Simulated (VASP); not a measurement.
BAs, 2 atoms in the cell. It takes space group Pm-3m (No. 221, cubic). The conventional cell has a = 2.957 Å, b = 2.957 Å, c = 2.957 Å, α = 90.00°, β = 90.00°, γ = 90.00°. Within 3.4 Å of B (site symmetry m-3m) lie 8 As at 2.56 Å and 6 B at 2.96 Å. Within 3.4 Å of As (site symmetry m-3m) lie 8 B at 2.56 Å and 6 As at 2.96 Å. 

* Program: VASP 6.6.1
* Task: single point
* Functional: PBE-based screened hybrid with 15 % exact exchange
* Potentials or basis: VASP PAW PBE potentials, release 64 (B, As)
* Cutoff: 520 eV
* k mesh: 5 × 5 × 5
* Occupations: fermi-dirac, width 0.05 eV
* Spin: no spin polarisation
* Dipole correction: no
* Grid for exact exchange (PRECFOCK): Normal
* Share of exact exchange: 0.15
* Further INCAR settings: ALGO = Normal; EDIFF = 1e-06; NBANDS = 11
* Screening parameter: 0.2 1/Å

Potentials or basis: VASP PAW PBE potentials, release 64 (B, As).

The run is started by

```console
$ cat potpaw_PBE.64/B/POTCAR potpaw_PBE.64/As/POTCAR > POTCAR
$ cp INCAR.step1 INCAR
$ mpirun -np 1 vasp_std > vasp.out
$ cp INCAR.step2 INCAR
$ mpirun -np 1 vasp_std > vasp.out
```

Hardware: 1 thread of Intel Xeon 8259CL (shared host).

Question: Estimate the wall time of this run.

Answer: Wall time 5.8 min on 1 thread of Intel Xeon 8259CL, with other jobs on the host, peak memory 0.22 GiB. Counts: k points 10.
